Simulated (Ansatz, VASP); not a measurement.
BaS in VASP and in Ansatz

The input POSCAR:

```
BaS
1.0
    0.0000000000      3.2117958753      3.2117958753
    3.3081497516      0.0000000000      3.2117958753
    3.3081497516      3.2117958753      0.0000000000
Ba S
1 1
Direct
    0.0000000000      0.0000000000      0.0000000000
    0.5000000000      0.5000000000      0.5000000000
```

INCAR.step1

```
SYSTEM = BaS
ALGO = Normal
EDIFF = 1E-4
ENCUT = 520
GGA = PE
ISMEAR = 0
LASPH = .True.
LCHARG = .False.
LREAL = .False.
LWAVE = .True.
NBANDS = 15
NELM = 80
PREC = Accurate
SIGMA = 0.01
```

File INCAR.step2:

```
SYSTEM = BaS
ALGO = Normal
EDIFF = 1E-7
ENCUT = 520
ISIF = 2
ISMEAR = 0
ISTART = 1
LASPH = .True.
LCHARG = .True.
LELF = .True.
LMIXTAU = .True.
LREAL = .False.
LVHAR = .True.
LWAVE = .False.
METAGGA = R2SCAN
NBANDS = 15
NELM = 80
PREC = Accurate
SIGMA = 0.01
```

File KPOINTS:

```
k-points
0
Gamma
  8 8 8
  0 0 0
```

Input for Ansatz:

```yaml
crystal:
  lattice:
    - [0.0, 3.2117958753, 3.2117958753]
    - [3.3081497516, 0.0, 3.2117958753]
    - [3.3081497516, 3.2117958753, 0.0]
  atoms:
    - { symbol: Ba, position: [0.0, 0.0, 0.0] }
    - { symbol: S, position: [0.5, 0.5, 0.5] }
kpoints:
  mp_grid: { grid: [8, 8, 8] }
  band_path:
    path:
      - [0.0, 0.0, 0.0]
      - [0.5, 0.0, 0.5]
      - [0.625, 0.25, 0.625]
      - [0.375, 0.375, 0.75]
      - [0.5, 0.5, 0.5]
      - [0.5, 0.25, 0.75]
    npoints: 1
hamiltonian:
  xc: r2scan
scf:
  occupations: { method: fixed }
  n_extra_bands: 4
output:
  forces: true
  stress: true
  eigenvalues: true
  write_density: true
  write_potential: true
  elf: true
  volumetric_format: npy
```

Change from the starting cell: uniaxial_x strain +3.0%.

Alike in both runs: task single point; functional r2SCAN; k mesh 8 × 8 × 8; no spin polarisation.

```csv
,VASP,Ansatz
version,VASP 6.6.1,Ansatz 0.2.0
potentials or method,"VASP PAW PBE potentials, release 64 (Ba_sv, S)","plane waves, PAW"
plane-wave cutoff (eV),520,500
occupations,"gaussian, width 0.01 eV",fixed
valence electrons in the cell,16,16
```

Ansatz gave:

| Quantity | Value |
| --- | --- |
| gap on the k mesh at the Fermi level (eV) | 2.58 |
| pressure (GPa) | -1.1 |
| traceless stress, the component that is largest in VASP (GPa) | -1.29 |

Task: Which values does VASP return?

Result: gap on the k mesh at the Fermi level (eV): 2.50; pressure (GPa): -0.6; traceless stress, the component that is largest in VASP (GPa): -1.42.

VASP's potentials were made for PBE, not for r2SCAN.

Spin-orbit coupling is off throughout.
